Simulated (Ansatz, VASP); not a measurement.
**Two plane-wave programs on C**

The input POSCAR:

```
C
1.0
    1.2442083491     -2.1550526854      0.0000000000
    1.2442083491      2.1550526854      0.0000000000
    0.0000000000      0.0000000000      7.2676636872
C
4
Direct
    0.9166205400      0.0833794600      0.7531376000
    0.4166205400      0.5833794600      0.2468624000
    0.0833794600      0.9166205400      0.2468624000
    0.5833794600      0.4166205400      0.7531376000
```

The input INCAR.step1:

```
ALGO = Normal
EDIFF = 1E-4
ENCUT = 520
GGA = PE
ISMEAR = -1
LASPH = T
LCHARG = F
LREAL = F
LWAVE = T
NBANDS = 16
NELM = 80
PREC = Accurate
SIGMA = 0.05
```

The input INCAR.step2:

```
ALGO = Normal
EDIFF = 1E-7
ENCUT = 520
ISIF = 2
ISMEAR = -1
ISTART = 1
LASPH = T
LCHARG = T
LELF = T
LMIXTAU = T
LREAL = F
LVHAR = T
LWAVE = F
METAGGA = R2SCAN
NBANDS = 16
NELM = 80
PREC = Accurate
SIGMA = 0.05
```

KPOINTS

```
k-points
0
Gamma
  12 12 4
```

input.yaml

```yaml
crystal:
  lattice:
    - [1.2442083491, -2.1550526854, 0.0]
    - [1.2442083491, 2.1550526854, 0.0]
    - [0.0, 0.0, 7.2676636872]
  atoms:
    - { symbol: C, position: [0.91662054, 0.08337946, 0.7531376] }
    - { symbol: C, position: [0.41662054, 0.58337946, 0.2468624] }
    - { symbol: C, position: [0.08337946, 0.91662054, 0.2468624] }
    - { symbol: C, position: [0.58337946, 0.41662054, 0.7531376] }
hamiltonian:
  xc: r2scan
  pseudopotentials: { kind: paw }
kpoints:
  mp_grid: { grid: [12, 12, 4] }
scf:
  occupations: { method: fermi_dirac, width: 0.05 }
output:
  forces: true
  stress: true
  eigenvalues: true
```

Alike in both runs: task single point; functional r2SCAN; k mesh 12 × 12 × 4; occupations fermi-dirac, width 0.05 eV; no spin polarisation.

|  | VASP | Ansatz |
| --- | --- | --- |
| version | VASP 6.6.1 | Ansatz 0.2.0 |
| potentials or method | VASP PAW PBE potentials, release 64 (C) | Ansatz PAW |
| plane-wave cutoff (eV) | 520 | 500 |
| valence electrons in the cell | 16 | 16 |

Ansatz gave:

```
gap on the k mesh at the Fermi level (eV)                     : 0.02
least direct gap on the mesh (eV)                             : 0.02
pressure (GPa)                                                : -9.9
traceless stress, the component that is largest in VASP (GPa) : 9.51
rms of the force components (eV/Å)                            : 0.011
```

Question: Estimate VASP's values.

Answer: gap on the k mesh at the Fermi level (eV): 0.02; least direct gap on the mesh (eV): 0.02; pressure (GPa): -9.3; traceless stress, the component that is largest in VASP (GPa): 8.82; rms of the force components (eV/Å): 0.011.

VASP's potentials were made for PBE, not for r2SCAN. Atom by atom the forces differ by 0.000 eV/Å (rms over components). With one functional, cell and mesh, what is left measures potentials, basis and numerics.
